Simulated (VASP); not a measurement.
Set up this calculation in VASP 6.6.1, as the native input.

| Quantity | Value |
| --- | --- |
| Task | single point |
| Functional | PBE |
| Dispersion | D3(BJ) |
| Potentials or basis | VASP PAW PBE potentials, release 64 (Sb_d_GW) |
| Cutoff | 500 eV |
| k mesh | 15 × 15 × 15 |
| Occupations | gaussian, width 0.15 eV |
| Spin | no spin polarisation |
| Dipole correction | no |
| Further INCAR settings | ALGO = Normal; EDIFF = 1e-06; NBANDS = 22 |

The structure of Sb lies in POSCAR:

```
Sb
1.0
    2.0833495674      1.2028224336      3.9896147744
   -2.0833495674      1.2028224336      3.9896147744
    0.0000000000     -2.4056448671      3.9896147745
Sb
2
Direct
    0.2336400000      0.2336400000      0.2336400000
    0.7663600000      0.7663600000      0.7663600000
```

This cell differs from its parent crystal: ratio of the length along z to the lengths across it x 1.1, volume and fractional coordinates fixed.

The input as run:

INCAR

```
ALGO     = Normal         # electronic algorithm
EDIFF    = 1E-6           # SCF threshold, eV
ENCUT    = 500            # plane-wave cutoff, eV
GGA      = PE             # functional
GGA_COMPAT= F            
ISIF     = 2              # what is computed and relaxed
ISMEAR   = 0              # smearing method
IVDW     = 12             # dispersion correction
LASPH    = T              # aspherical terms in the spheres
LCHARG   = T              # write CHGCAR
LELF     = T              # ELF
LREAL    = F              # projectors in reciprocal space
LVHAR    = T            
LWAVE    = F              # write WAVECAR
NBANDS   = 22             # bands
NELM     = 120            # most SCF steps
PREC     = Accurate       # precision mode
SIGMA    = 0.15           # smearing width, eV
```

KPOINTS

```
k-points
0
Gamma
  15 15 15
```

Potentials or basis: VASP PAW PBE potentials, release 64 (Sb_d_GW).

Launch:

```sh
$ cat potpaw_PBE.64/Sb_d_GW/POTCAR > POTCAR
$ mpirun -np 1 vasp_std > vasp.out
```

It gave:

The pressure is 0.9 GPa, the largest force is 0.146 eV/Å and the band gap on the k mesh is zero (bands 15 and 16 overlap by 0.70 eV). The dispersion energy per atom is -0.475 eV.

Caveat: spin-orbit coupling is left out, which moves the levels of the heavy elements.

It took 12 min on 1 thread of Intel(R) Xeon(R) Platinum 8259CL CPU @ 2.50GHz (Skylake/Cascade Lake), on a shared host, peak memory 0.54 GiB.
